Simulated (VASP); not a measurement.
K3AlO2, 6 atoms in the cell. It takes space group R-3m (No. 166, trigonal). Conventional cell: a = 6.591 Å, b = 6.591 Å, c = 10.998 Å, α = 90.00°, β = 90.00°, γ = 120.00°. Within 3.0 Å of K (site symmetry 2/m) lie 2 O at 2.25 Å. Al (site symmetry -3m) has 2 O at 2.47 Å and 6 K at 3.30 Å within 3.3 Å. O (site symmetry 3m) has 3 K at 2.25 Å and 1 Al at 2.47 Å within 3.0 Å. The cell was built from a structure type or drawn by symmetry, and may not be a known phase.

```yaml
Program: VASP 6.6.1
Task: relaxation of cell and atoms
Functional: PBE
Potentials_or_basis: VASP PAW PBE potentials, release 64 (K_sv, Al, O_h)
Cutoff: 910 eV
k_mesh: 3 × 3 × 3
Occupations: gaussian, width 0.1 eV
Spin: no spin polarisation
Dipole_correction: no
Further_INCAR_settings: ALGO = Normal; EDIFF = 1e-07; IBRION = 2; EDIFFG = -0.04; NSW = 90; ISIF = 3
```

Potentials or basis: VASP PAW PBE potentials, release 64 (K_sv, Al, O_h).

Launch:

```sh
$ cat potpaw_PBE.64/K_sv/POTCAR potpaw_PBE.64/Al/POTCAR potpaw_PBE.64/O_h/POTCAR > POTCAR
$ mpirun -np 1 vasp_std > vasp.out
```

Hardware: 1 thread of AMD EPYC 9R45 (Zen 5) (shared host).

Task: How long does it take, and how much memory?

Result: Wall time 11 min on 1 thread of AMD EPYC 9R45 (Zen 5), with other jobs on the host, peak memory 0.41 GiB. Counts: scf iterations 226, k points 6, ion steps 18.
